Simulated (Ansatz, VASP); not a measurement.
**One calculation of KCl, two programs**

```
CELL_PARAMETERS angstrom
0.00000 3.32180 3.15610
3.32180 0.00000 3.15610
3.32180 3.32180 0.00000
ATOMIC_POSITIONS crystal
K 0.00000 0.00000 0.00000
Cl 0.50000 0.50000 0.50000
```

Change from the starting cell: strain +0.0525 x Voigt [1, 1, 0, 0, 0, 0], atoms carried along.

Alike in both runs: task single point; functional PBE; k mesh 6 × 6 × 6; occupations gaussian, width 0.05 eV; no spin polarisation.

```csv
,VASP,Ansatz
version,VASP 6.6.1,Ansatz 0.2.0
potentials or method,"VASP PAW PBE potentials, release 64 (K_sv, Cl), cutoff 520 eV","scalar-relativistic, plane waves, PAW"
valence electrons in the cell,16,16
```

|  | VASP | Ansatz | Ansatz less VASP |
| --- | --- | --- | --- |
| gap on the k mesh at the Fermi level (eV) | 4.81 | 4.81 | +0.002 |
| least direct gap on the mesh (eV) | 4.81 | 4.81 | +0.002 |
| pressure (GPa) | -0.9 | -0.9 | 0.00 |
| traceless stress, the component that is largest in VASP (GPa) | 0.77 | 0.76 | -0.016 |

The functional is the same, so the differences come from potentials, cutoffs and numerics.
